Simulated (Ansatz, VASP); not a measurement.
## Two plane-wave programs on Cu

```
Cu
1.0
     0.00000    1.80748    1.80748
     1.80748    0.00000    1.80748
     1.80748    1.80748    0.00000
Cu
1
Direct
  0.00000 0.00000 0.00000
```

Alike in both runs: task relaxation of cell and atoms; functional LDA; k mesh 18 × 18 × 18; occupations fermi-dirac, width 0.05 eV; no spin polarisation.

|  | VASP | Ansatz |
| --- | --- | --- |
| version | VASP 6.6.1 | Ansatz 0.2.0 |
| potentials or method | VASP PAW LDA potentials, release 64 (Cu_sv_GW) | PAW with Ansatz's default frozen-core files, scalar-relativistic |
| plane-wave cutoff (eV) | 700 | 420 |
| valence electrons in the cell | 19 | 19 |

Ansatz gave:

| Property | Result |
| --- | --- |
| relaxed volume (Å³/atom) | 10.89 |
| relaxed cell length with the largest relative difference (Å) | 2.488 |

Q: What did VASP give for the same quantities?

A: Relaxed volume (Å³/atom): 10.71; relaxed cell length with the largest relative difference (Å): 2.474.

LDA's correlation is that of Perdew and Zunger in VASP and of Perdew and Wang (1992) in Ansatz.
